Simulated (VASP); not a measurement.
# WSe2 (R3m) in VASP: a series of runs, part 2 of 2

VASP 6.6.1. Earlier steps stand in the parts before.

**4. Single point, r2SCAN**

POSCAR

```
WSe2
1.0
    1.6510739528      0.9532479911      6.5796479765
   -1.6510739528      0.9532479911      6.5796479765
    0.0000000000     -1.9064959822      6.5796479765
W Se
1 2
Direct
   -0.0000183142     -0.0000183142     -0.0000183142
    0.4176504313      0.4176504313      0.4176504313
    0.2490345497      0.2490345497      0.2490345497
```

INCAR.step1

```
ALGO     = Normal         # electronic algorithm
EDIFF    = 1E-4           # SCF threshold, eV
ENCUT    = 520            # plane-wave cutoff, eV
GGA      = PE             # functional
ISMEAR   = 0              # smearing method
LASPH    = T              # aspherical terms in the spheres
LCHARG   = F              # write CHGCAR
LREAL    = F              # projectors in reciprocal space
LWAVE    = T              # write WAVECAR
NBANDS   = 20             # bands
NELM     = 80             # most SCF steps
PREC     = Accurate       # precision mode
SIGMA    = 0.01           # smearing width, eV
```

INCAR.step2

```
ALGO     = Normal         # electronic algorithm
EDIFF    = 1E-6           # SCF threshold, eV
ENCUT    = 520            # plane-wave cutoff, eV
ISIF     = 2              # what is computed and relaxed
ISMEAR   = 0              # smearing method
ISTART   = 1            
LASPH    = T              # aspherical terms in the spheres
LCHARG   = T              # write CHGCAR
LELF     = T              # ELF
LMIXTAU  = T            
LREAL    = F              # projectors in reciprocal space
LVHAR    = T            
LWAVE    = F              # write WAVECAR
METAGGA  = R2SCAN         # meta-GGA
NBANDS   = 20             # bands
NELM     = 80             # most SCF steps
PREC     = Accurate       # precision mode
SIGMA    = 0.01           # smearing width, eV
```

KPOINTS

```
k-points
0
Gamma
  6 6 6
```

Potentials or basis: VASP PAW PBE potentials, release 64 (W_sv, Se).

Started as:

```sh
$ cat potpaw_PBE.64/W_sv/POTCAR potpaw_PBE.64/Se/POTCAR > POTCAR
$ cp INCAR.step1 INCAR
$ mpirun -np 1 vasp_std > vasp.out
$ cp INCAR.step2 INCAR
$ mpirun -np 1 vasp_std > vasp.out
```

OUTCAR:

```text
EDIFF = 1E-6
   ENCUT = 520
   ISIF = 2
   ISMEAR = 0
   ISTART = 1
   LASPH = T
   LREAL = F
   METAGGA = R2SCAN
   NELM = 80
   PREC = Accurate

 ion  position               nearest neighbor table
   1  1.000  1.000  1.000-   3 2.53   3 2.53   3 2.53   2 2.53   2 2.53   2 2.53
   2  0.418  0.418  0.418-   1 2.53   1 2.53   1 2.53
   3  0.249  0.249  0.249-   1 2.53   1 2.53   1 2.53

[... 749 lines left out ...]

  FORCE on cell =-STRESS in cart. coord.  units (eV):
  Direction    XX          YY          ZZ          XY          YZ          ZX
  --------------------------------------------------------------------------------------
  -------------------------------------------------------------------------------------
  Total        0.6417700      0.6417700      0.6128138      0.0000000     -0.0000000      0.0000000
  in kB       16.5486903     16.5486903     15.8020272      0.0000000     -0.0000000      0.0000000
  external PRESSURE =      16.2998026 kB  Pullay stress =       0.0000000 kB

 VOLUME and BASIS-vectors are now :
 -----------------------------------------------------------------------------
  energy-cutoff  :      520.00
  volume of cell :       62.13
      direct lattice vectors                 reciprocal lattice vectors
     1.651073953  0.953247991  6.579647977     0.302833195  0.174840827  0.050661272
    -1.651073953  0.953247991  6.579647977    -0.302833195  0.174840827  0.050661272
     0.000000000 -1.906495982  6.579647977     0.000000000 -0.349681653  0.050661272

 POSITION                                       TOTAL-FORCE (eV/Angst)
 -----------------------------------------------------------------------------------
      0.00000      0.00000     19.73858         0.000000      0.000000      0.000594
      0.00000      0.00000      8.24398         0.000000     -0.000000      0.010862
      0.00000      0.00000      4.91568         0.000000     -0.000000     -0.011456
 -----------------------------------------------------------------------------------
    total drift:                                0.000000     -0.000000     -0.000083

  FREE ENERGIE OF THE ION-ELECTRON SYSTEM (eV)
  ---------------------------------------------------
  free  energy   TOTEN  =       -81.7764385416 eV

  energy  without entropy=      -81.7764385416  energy(sigma->0) =      -81.77643854
```

OSZICAR.step1:

```text
N       E                     dE             d eps       ncg     rms          rms(c)
DAV:   1     0.198294844133E+03    0.19829E+03   -0.12795E+04  1280   0.127E+03
DAV:   2    -0.123594218018E+02   -0.21065E+03   -0.20392E+03  1492   0.331E+02
DAV:   3    -0.224073657053E+02   -0.10048E+02   -0.99115E+01  1584   0.671E+01
DAV:   4    -0.225340891261E+02   -0.12672E+00   -0.12664E+00  1460   0.805E+00
DAV:   5    -0.225353704112E+02   -0.12813E-02   -0.12812E-02  1524   0.903E-01    0.210E+01
DAV:   6    -0.217713463515E+02    0.76402E+00   -0.48025E+00  1380   0.141E+01    0.723E+00
DAV:   7    -0.216334088350E+02    0.13794E+00   -0.14108E+00  1320   0.622E+00    0.451E+00
DAV:   8    -0.215761676360E+02    0.57241E-01   -0.24053E-01  1456   0.324E+00    0.673E-01
DAV:   9    -0.215762696634E+02   -0.10203E-03   -0.10818E-02  1456   0.658E-01    0.345E-01
DAV:  10    -0.215762374875E+02    0.32176E-04   -0.16127E-03  1460   0.303E-01    0.668E-02
DAV:  11    -0.215762674596E+02   -0.29972E-04   -0.16237E-04  1148   0.869E-02
   1 F= -.21576267E+02 E0= -.21576267E+02  d E =0.000000E+00
```

Run time: 5.2 min. Hardware: 1 thread of Intel Xeon 6975P-C (Granite Rapids), shared host; peak memory 0.44 GiB.

Results:

```
Free energy            : -81.7764 eV
Pressure               : 1.6 GPa
Largest force          : 0.011 eV/Å
Band gap on the k mesh : 1.20 eV, indirect (least direct gap 1.69 eV)
```

Forces in eV/Å, atoms in the order of the input:
```
W    0.000  0.000  0.001
Se   0.000  0.000  0.011
Se   0.000  0.000 -0.011
```

Levels at points of the mesh, in eV from the valence-band top:
| k point | band 10 | band 11 | band 12 | band 13 | band 14 | band 15 | band 16 | band 17 |
| --- | --- | --- | --- | --- | --- | --- | --- | --- |
| (0.00, 0.00, 0.00) | -1.72 | -1.72 | -1.31 | -1.06 | 2.71 | 2.71 | 3.01 | 3.01 |
| (0.50, 0.00, 0.00) | -3.59 | -2.36 | -1.48 | -1.33 | 2.23 | 2.48 | 3.78 | 4.06 |
| (0.50, 0.50, 0.00) | -3.50 | -2.92 | -1.53 | -1.32 | 2.19 | 2.64 | 3.42 | 4.53 |
| (0.50, 0.50, 0.50) | -2.89 | -1.69 | -1.69 | 0.00 | 2.81 | 2.81 | 2.87 | 2.87 |

Caveat: the PAW data sets were made with another functional, which shifts forces and pressure a little; spin-orbit coupling is left out, which moves the levels of the heavy elements. r2SCAN opens gaps a little over a GGA but as a rule still falls short of measured ones.

**5. Single point, PBE**

INCAR

```
SYSTEM = WSe2
PREC     = Accurate       ! precision mode
ENCUT    = 520            ! plane-wave cutoff, eV
EDIFF    = 1E-7           ! SCF threshold, eV
ISMEAR   = 0              ! smearing method
SIGMA    = 0.01           ! smearing width, eV
LREAL    = .FALSE.        ! projectors in reciprocal space
LASPH    = .TRUE.         ! aspherical terms in the spheres
NELM     = 100            ! most SCF steps
ALGO     = Normal         ! electronic algorithm
ISIF     = 2              ! what is computed and relaxed
LWAVE    = .FALSE.        ! write WAVECAR
LCHARG   = .FALSE.        ! write CHGCAR
GGA      = PE             ! functional
NBANDS   = 20             ! bands
```

KPOINTS

```
regular mesh
0
G
  8 8 8
  0 0 0
```

POSCAR is that of step 4.

Potentials or basis: VASP PAW PBE potentials, release 64 (W_sv, Se).

Started as:

```sh
$ cat potpaw_PBE.64/W_sv/POTCAR potpaw_PBE.64/Se/POTCAR > POTCAR
$ mpirun -np 1 vasp_std > vasp.out
```

OUTCAR:

```text
SYSTEM = WSe2
   PREC = Accurate
   ENCUT = 520
   EDIFF = 1E-7
   ISMEAR = 0
   LREAL = .FALSE.
   LASPH = .TRUE.
   NELM = 100
   ISIF = 2
   GGA = PE

 ion  position               nearest neighbor table
   1  1.000  1.000  1.000-   3 2.53   3 2.53   3 2.53   2 2.53   2 2.53   2 2.53
   2  0.418  0.418  0.418-   1 2.53   1 2.53   1 2.53
   3  0.249  0.249  0.249-   1 2.53   1 2.53   1 2.53

  LATTYP: Found a trigonal (rhomboedric) cell.
 ALAT       =     6.8502915577
 COS(alpha) =     0.8838163715

[... 745 lines left out ...]

  FORCE on cell =-STRESS in cart. coord.  units (eV):
  Direction    XX          YY          ZZ          XY          YZ          ZX
  --------------------------------------------------------------------------------------
  -------------------------------------------------------------------------------------
  Total        1.1947280      1.1947280      1.8584260      0.0000000      0.0000000      0.0000000
  in kB       30.8072741     30.8072741     47.9214034      0.0000000      0.0000000      0.0000000
  external PRESSURE =      36.5119839 kB  Pullay stress =       0.0000000 kB

 VOLUME and BASIS-vectors are now :
 -----------------------------------------------------------------------------
  energy-cutoff  :      520.00
  volume of cell :       62.13
      direct lattice vectors                 reciprocal lattice vectors
     1.651073953  0.953247991  6.579647977     0.302833195  0.174840827  0.050661272
    -1.651073953  0.953247991  6.579647977    -0.302833195  0.174840827  0.050661272
     0.000000000 -1.906495982  6.579647977     0.000000000 -0.349681653  0.050661272

 POSITION                                       TOTAL-FORCE (eV/Angst)
 -----------------------------------------------------------------------------------
      0.00000      0.00000     19.73858         0.000000     -0.000000      0.001662
      0.00000      0.00000      8.24398         0.000000     -0.000000      0.321033
      0.00000      0.00000      4.91568         0.000000      0.000000     -0.322695
 -----------------------------------------------------------------------------------
    total drift:                                0.000000     -0.000000     -0.000136

  FREE ENERGIE OF THE ION-ELECTRON SYSTEM (eV)
  ---------------------------------------------------
  free  energy   TOTEN  =       -21.5776581273 eV

  energy  without entropy=      -21.5776581273  energy(sigma->0) =      -21.57765813
```

OSZICAR:

```text
N       E                     dE             d eps       ncg     rms          rms(c)
DAV:   1     0.192411433545E+03    0.19241E+03   -0.12840E+04  2600   0.127E+03
DAV:   2    -0.130623099384E+02   -0.20547E+03   -0.19945E+03  3088   0.328E+02
DAV:   3    -0.224310554355E+02   -0.93687E+01   -0.92752E+01  3220   0.656E+01
DAV:   4    -0.225374579931E+02   -0.10640E+00   -0.10633E+00  2984   0.766E+00
DAV:   5    -0.225385936825E+02   -0.11357E-02   -0.11356E-02  3028   0.868E-01    0.210E+01
DAV:   6    -0.217733401195E+02    0.76525E+00   -0.48013E+00  2812   0.141E+01    0.722E+00
DAV:   7    -0.216349659380E+02    0.13837E+00   -0.14185E+00  2708   0.623E+00    0.452E+00
DAV:   8    -0.215775459781E+02    0.57420E-01   -0.24248E-01  2972   0.325E+00    0.673E-01
DAV:   9    -0.215776390138E+02   -0.93036E-04   -0.10738E-02  3024   0.659E-01    0.342E-01
DAV:  10    -0.215776087029E+02    0.30311E-04   -0.16265E-03  2960   0.305E-01    0.656E-02
DAV:  11    -0.215776371190E+02   -0.28416E-04   -0.17050E-04  2972   0.882E-02    0.521E-02
DAV:  12    -0.215776528126E+02   -0.15694E-04   -0.39056E-05  2892   0.425E-02    0.985E-03
DAV:  13    -0.215776579731E+02   -0.51606E-05   -0.83742E-06  3008   0.194E-02    0.271E-03
DAV:  14    -0.215776581280E+02   -0.15487E-06   -0.63673E-07  3028   0.464E-03    0.145E-03
DAV:  15    -0.215776581273E+02    0.70395E-09   -0.11011E-07  2732   0.205E-03
   1 F= -.21577658E+02 E0= -.21577658E+02  d E =0.000000E+00
```

stdout:

```text
POSCAR found type information on POSCAR W Se
 POSCAR found :  2 types and       3 ions
 scaLAPACK will be used
 LDA part: xc-table for (Slater+PW92), standard interpolation
 POSCAR, INCAR and KPOINTS ok, starting setup
 FFT: planning ... GRIDC
 FFT: planning ... GRID_SOFT
 FFT: planning ... GRID
 WAVECAR not read
 entering main loop
```

Wall time 2.2 min (1 thread of Intel Xeon 6975P-C (Granite Rapids), shared host); peak memory 0.39 GiB.

What came out:

```yaml
Free_energy: -21.5777 eV
Pressure: 3.7 GPa
Largest_force: 0.323 eV/Å
Band_gap_on_the_k_mesh: 1.18 eV, indirect (least direct gap 1.93 eV)
```

Forces on the atoms (eV/Å):
```
W    0.000  0.000  0.002
Se   0.000  0.000  0.321
Se   0.000  0.000 -0.323
```

Stress tensor (GPa, compression positive):
```
3.08 0.00 0.00
0.00 3.08 0.00
0.00 0.00 4.79
```

Caveat: spin-orbit coupling is left out, which moves the levels of the heavy elements.

**6. Summary**

```tsv
level	k mesh	gap on the mesh (eV)	pressure (GPa)	largest force (eV/Å)
PBE	6 × 6 × 6	1.08	3.7	0.33
r2SCAN	6 × 6 × 6	1.20	1.6	0.01
PBE	8 × 8 × 8	1.18	3.7	0.32
```

Alike in all rows: task single point; potentials or basis VASP PAW PBE potentials, release 64 (W_sv, Se); no spin polarisation; cell as given; cutoff (eV) 520; smearing gaussian 0.01 eV.

On the cell as given the gap runs from 1.08 eV (PBE) to 1.20 eV (r2SCAN); the meshes differ, which moves gaps too. The pressure there spans 1.6 GPa (r2SCAN) to 3.7 GPa (PBE); a positive pressure means that this level wants a larger cell, a negative one a smaller.

Caveats: spin-orbit coupling is left out, which moves the levels of the heavy elements; the PAW data sets were made with another functional, which shifts forces and pressure a little (some runs).

Total energies depend on the potentials used, so only differences within one code and one set of settings carry meaning.
